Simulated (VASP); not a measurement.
# Mg3TiN3 (P6_3/m) in VASP: single point with PBE

Aim: the single point of Mg3TiN3 with PBE.

Program: VASP 6.6.1. These are calculated values, not measurements. Logs are shortened: lines on timing, memory, paths and dates and some standing lists are left out, and cuts for length are marked.

### 1 The cell of the first run

The typed cell holds 14 atoms: a = 7.190 Å, b = 7.190 Å, c = 4.319 Å, α = 90.00°, β = 90.00°, γ = 120.00°.

### 2 Single point, PBE, collinear spin, ferromagnetic start

The input, INCAR:

```
SYSTEM = Mg3TiN3
ALGO = Normal
EDIFF = 1E-6
ENCUT = 520
GGA = PE
ISIF = 2
ISMEAR = 0
ISPIN = 2
LASPH = .True.
LCHARG = .False.
LMAXMIX = 4
LORBIT = 11
LREAL = .False.
LWAVE = .False.
MAGMOM = 0 0 0 0 0 0 1 1 0 0 0 0 0 0
NBANDS = 50
NELM = 150
PREC = Accurate
SIGMA = 0.15
```

The input, KPOINTS:

```
k-points
0
Gamma
  2 2 3
  0 0 0
```

The input, POSCAR:

```
Mg3TiN3
1.0
    7.1896532032      0.0000000000      0.0000000000
   -3.5948266016      6.2264223184      0.0000000000
    0.0000000000      0.0000000000      4.3194752463
Mg Ti N
6 2 6
Direct
    0.1599477277      0.3207483983      0.7500000000
    0.6792516017      0.8391993294      0.7500000000
    0.1608006706      0.8400522723      0.7500000000
    0.8391993294      0.1599477277      0.2500000000
    0.3207483983      0.1608006706      0.2500000000
    0.8400522723      0.6792516017      0.2500000000
    0.6666666667      0.3333333333      0.7500000000
    0.3333333333      0.6666666667      0.2500000000
    0.3623232034      0.1816312110      0.7500000000
    0.8183687890      0.1806919923      0.7500000000
    0.8193080077      0.6376767966      0.7500000000
    0.1806919923      0.3623232034      0.2500000000
    0.6376767966      0.8183687890      0.2500000000
    0.1816312110      0.8193080077      0.2500000000
```

Potentials or basis: VASP PAW PBE potentials, release 64 (Mg, Ti_sv, N).

Run with:

```bash
$ cat potpaw_PBE.64/Mg/POTCAR potpaw_PBE.64/Ti_sv/POTCAR potpaw_PBE.64/N/POTCAR > POTCAR
$ mpirun -np 1 vasp_std > vasp.out
```

OUTCAR:

```text
SYSTEM = Mg3TiN3
   EDIFF = 1E-6
   ENCUT = 520
   GGA = PE
   ISIF = 2
   ISMEAR = 0
   ISPIN = 2
   LASPH = .True.
   LORBIT = 11
   LREAL = .False.
   NELM = 150
   PREC = Accurate

 ion  position               nearest neighbor table
   1  0.160  0.321  0.750-  10 2.14   9 2.14  12 2.18  12 2.18   5 2.94   5 2.94   4 2.94   4 2.94
                             8 3.05   8 3.05   3 3.46   2 3.46
   2  0.679  0.839  0.750-  11 2.14  10 2.14  13 2.18  13 2.18   6 2.94   6 2.94   4 2.94   4 2.94
                             8 3.05   8 3.05   3 3.46   1 3.46
   3  0.161  0.840  0.750-   9 2.14  11 2.14  14 2.18  14 2.18   6 2.94   6 2.94   5 2.94   5 2.94
                             8 3.05   8 3.05   2 3.46   1 3.46
   4  0.839  0.160  0.250-  13 2.14  12 2.14  10 2.18  10 2.18   1 2.94   1 2.94   2 2.94   2 2.94
                             7 3.05   7 3.05   5 3.46   6 3.46
   5  0.321  0.161  0.250-  12 2.14  14 2.14   9 2.18   9 2.18   1 2.94   1 2.94   3 2.94   3 2.94
                             7 3.05   7 3.05   4 3.46   6 3.46
   6  0.840  0.679  0.250-  14 2.14  13 2.14  11 2.18  11 2.18   2 2.94   2 2.94   3 2.94   3 2.94
                             7 3.05   7 3.05   4 3.46   5 3.46
   7  0.667  0.333  0.750-  10 1.89   9 1.89  11 1.89   4 3.05   4 3.05   5 3.05   5 3.05   6 3.05
                             6 3.05
   8  0.333  0.667  0.250-  14 1.89  13 1.89  12 1.89   3 3.05   3 3.05   2 3.05   2 3.05   1 3.05
                             1 3.05
   9  0.362  0.182  0.750-   7 1.89   3 2.14   1 2.14   5 2.18   5 2.18
  10  0.818  0.181  0.750-   7 1.89   1 2.14   2 2.14   4 2.18   4 2.18
  11  0.819  0.638  0.750-   7 1.89   2 2.14   3 2.14   6 2.18   6 2.18
  12  0.181  0.362  0.250-   8 1.89   5 2.14   4 2.14   1 2.18   1 2.18
  13  0.638  0.818  0.250-   8 1.89   4 2.14   6 2.14   2 2.18   2 2.18
  14  0.182  0.819  0.250-   8 1.89   6 2.14   5 2.14   3 2.18   3 2.18

  LATTYP: Found a hexagonal cell.
 ALAT       =     7.1896532032
 C/A-ratio  =     0.6007904866

  Lattice vectors:

 A1 = (   7.1896532032,   0.0000000000,   0.0000000000)
 A2 = (  -3.5948266016,   6.2264223184,   0.0000000000)
 A3 = (   0.0000000000,   0.0000000000,   4.3194752463)

Analysis of symmetry for initial positions (statically):
=====================================================================
 Subroutine PRICEL returns:
 Original cell was already a primitive cell.

 Routine SETGRP: Setting up the symmetry group for a
 hexagonal supercell.

 Subroutine GETGRP returns: Found 12 space group operations
 (whereof  6 operations were pure point group operations)
[... 386 lines left out ...]

 spin component 2

 k-point     1 :       0.0000    0.0000    0.0000
  band No.  band energies     occupation
      1     -52.5848      1.00000
      2     -52.5847      1.00000
      3     -28.9897      1.00000
      4     -28.9890      1.00000
      5     -28.8625      1.00000
      6     -28.8625      1.00000
[... 181 lines left out ...]
     44       8.1738      0.00000
     45       8.3059      0.00000
 [bands above 45 left out]

------------------------ aborting loop because EDIFF is reached ----------------------------------------

  FORCE on cell =-STRESS in cart. coord.  units (eV):
  Direction    XX          YY          ZZ          XY          YZ          ZX
  --------------------------------------------------------------------------------------
  -------------------------------------------------------------------------------------
  Total       -0.0450333     -0.0450333     -0.4965415     -0.0000002      0.0000000      0.0000000
  in kB       -0.3731355     -0.3731355     -4.1142310     -0.0000013      0.0000000      0.0000000
  external PRESSURE =      -1.6201673 kB  Pullay stress =       0.0000000 kB

 VOLUME and BASIS-vectors are now :
 -----------------------------------------------------------------------------
  energy-cutoff  :      520.00
  volume of cell :      193.36
      direct lattice vectors                 reciprocal lattice vectors
     7.189653203  0.000000000  0.000000000     0.139088767  0.080302937  0.000000000
    -3.594826602  6.226422318  0.000000000     0.000000000  0.160605874  0.000000000
     0.000000000  0.000000000  4.319475246     0.000000000  0.000000000  0.231509603

 POSITION                                       TOTAL-FORCE (eV/Angst)
 -----------------------------------------------------------------------------------
     -0.00307      1.99711      3.23961        -0.000047     -0.011564      0.000000
      1.86681      5.22521      3.23961         0.010038      0.005742     -0.000000
     -1.86374      5.23052      3.23961        -0.009992      0.005822     -0.000000
      5.45857      0.99590      1.07987         0.009992     -0.005822     -0.000000
      1.72802      1.00121      1.07987        -0.010038     -0.005742     -0.000000
      3.59789      4.22931      1.07987         0.000047      0.011564      0.000000
      3.59483      2.07547      3.23961        -0.000000      0.000000     -0.000000
     -0.00000      4.15095      1.07987         0.000000      0.000000      0.000000
      1.95205      1.13091      3.23961        -0.042666     -0.025418      0.000000
      5.23423      1.12506      3.23961         0.043346     -0.024241      0.000000
      3.59820      3.97045      3.23961        -0.000680      0.049659     -0.000000
     -0.00338      2.25598      1.07987         0.000680     -0.049659      0.000000
      1.64278      5.09551      1.07987         0.042666      0.025418     -0.000000
     -1.63940      5.10136      1.07987        -0.043346      0.024241     -0.000000
 -----------------------------------------------------------------------------------
    total drift:                                0.000000     -0.000000      0.000000

  FREE ENERGIE OF THE ION-ELECTRON SYSTEM (eV)
  ---------------------------------------------------
  free  energy   TOTEN  =       -86.5864285707 eV

  energy  without entropy=      -86.5373405583  energy(sigma->0) =      -86.56188456

 total charge

# of ion       s       p       d       tot
------------------------------------------
    1        0.168   0.167   0.055   0.391
    2        0.168   0.167   0.055   0.391
    3        0.168   0.167   0.055   0.391
    4        0.168   0.167   0.055   0.391
    5        0.168   0.167   0.055   0.391
    6        0.168   0.167   0.055   0.391
    7        2.243   6.244   1.990  10.477
    8        2.243   6.244   1.990  10.477
    9        1.252   2.467   0.000   3.719
   10        1.252   2.467   0.000   3.719
   11        1.252   2.467   0.000   3.719
   12        1.252   2.467   0.000   3.719
   13        1.252   2.467   0.000   3.719
   14        1.252   2.467   0.000   3.719
--------------------------------------------------
tot         13.010  28.294   4.309  45.614

 magnetization (x)

# of ion       s       p       d       tot
------------------------------------------
    1        0.000   0.003   0.001   0.004
    2        0.000   0.003   0.001   0.004
    3        0.000   0.003   0.001   0.004
    4        0.000   0.003   0.001   0.004
    5        0.000   0.003   0.001   0.004
    6        0.000   0.003   0.001   0.004
    7        0.010   0.003   0.113   0.126
    8        0.010   0.003   0.113   0.126
    9        0.000   0.004   0.000   0.004
   10        0.000   0.004   0.000   0.004
   11        0.000   0.004   0.000   0.004
   12        0.000   0.004   0.000   0.004
   13        0.000   0.004   0.000   0.004
   14        0.000   0.004   0.000   0.004
--------------------------------------------------
tot          0.024   0.048   0.232   0.303
```

OSZICAR:

```text
N       E                     dE             d eps       ncg     rms          rms(c)
DAV:   1     0.616561015009E+03    0.61656E+03   -0.29647E+04   832   0.127E+03
DAV:   2    -0.102451161338E+02   -0.62681E+03   -0.57943E+03   906   0.351E+02
DAV:   3    -0.105222603677E+03   -0.94977E+02   -0.93089E+02  1148   0.132E+02
DAV:   4    -0.112506770938E+03   -0.72842E+01   -0.72454E+01  1248   0.339E+01
DAV:   5    -0.112819648060E+03   -0.31288E+00   -0.31278E+00  1088   0.518E+00    0.346E+01
DAV:   6    -0.909730040265E+02    0.21847E+02   -0.13162E+02  1100   0.659E+01    0.240E+01
DAV:   7    -0.885054092267E+02    0.24676E+01   -0.48867E+01  1044   0.580E+01    0.134E+01
DAV:   8    -0.873286423065E+02    0.11768E+01   -0.74629E+00   940   0.140E+01    0.813E+00
DAV:   9    -0.869743037560E+02    0.35434E+00   -0.38566E+00  1248   0.152E+01    0.580E+00
DAV:  10    -0.865810778123E+02    0.39323E+00   -0.11447E+00  1024   0.758E+00    0.131E+00
DAV:  11    -0.866025678003E+02   -0.21490E-01   -0.64879E-02   906   0.138E+00    0.131E+00
DAV:  12    -0.865866702316E+02    0.15898E-01   -0.32445E-02  1044   0.163E+00    0.300E-01
DAV:  13    -0.865867794053E+02   -0.10917E-03   -0.87442E-03  1172   0.473E-01    0.202E-01
DAV:  14    -0.865864077598E+02    0.37165E-03   -0.16448E-03  1020   0.298E-01    0.835E-02
DAV:  15    -0.865864205192E+02   -0.12759E-04   -0.25578E-04  1064   0.952E-02    0.265E-02
DAV:  16    -0.865864303191E+02   -0.98000E-05   -0.22900E-05   890   0.295E-02    0.159E-02
DAV:  17    -0.865864290895E+02    0.12296E-05   -0.56774E-06  1028   0.134E-02    0.965E-03
DAV:  18    -0.865864285707E+02    0.51880E-06   -0.13306E-06   654   0.817E-03
   1 F= -.86586429E+02 E0= -.86561885E+02  d E =-.490880E-01  mag=     0.6650
```

Run time: 2.4 min. Hardware: 1 thread of Intel Xeon 6975P-C, shared host; peak memory 0.38 GiB.

What came out:

```yaml
Free_energy: -86.5864 eV
Pressure: -0.2 GPa
Largest_force: 0.050 eV/Å
Net_moment: 0.66 μB per cell
Site_moments: Mg +0.00; Ti +0.13; N +0.00 μB
Valence_electrons_inside_the_program's_atomic_spheres: Mg 0.39; Ti 10.48; N 3.72
```

Forces on the atoms (eV/Å):
```
Mg   0.000 -0.012  0.000
Mg   0.010  0.006  0.000
Mg  -0.010  0.006  0.000
Mg   0.010 -0.006  0.000
Mg  -0.010 -0.006  0.000
Mg   0.000  0.012  0.000
Ti   0.000  0.000  0.000
Ti   0.000  0.000  0.000
N   -0.043 -0.025  0.000
N    0.043 -0.024  0.000
N   -0.001  0.050  0.000
N    0.001 -0.050  0.000
N    0.043  0.025  0.000
N   -0.043  0.024  0.000
```

Stress tensor (GPa, compression positive):
```
-0.04  0.00  0.00
 0.00 -0.04  0.00
 0.00  0.00 -0.41
```

Caveat: the k points lie up to 0.50 Å⁻¹ apart.
